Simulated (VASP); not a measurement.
Runs of VASP 6.6.1 on AlRu. The structure is that of space group Pm-3m (No. 221), or close to it. The cells are those of the table. 

```tsv
cell	gap on the mesh (eV)	pressure (GPa)
a = 2.992 Å, 2 atoms	none	(b)
a = 2.951 Å, 2 atoms	none	12.2
a = 2.910 Å, 2 atoms	none	24.1
a = 3.069 Å, 2 atoms	none	-11.5
a = 3.031 Å, 2 atoms	none	(a)
```

Alike in all rows: task single point; level PBE; potentials or basis VASP PAW PBE potentials, release 64 (Al, Ru_pv); no spin polarisation; k mesh 10 × 10 × 10; cutoff (eV) 520; smearing methfessel-paxton 0.15 eV.

Question: Estimate the missing entries.

Answer: (a) -5.2; (b) 2.5.

A k mesh can miss the band edges, and the runs leave out spin-orbit coupling on Ru.

A gap of «none» marks levels without a gap at the run's occupations.
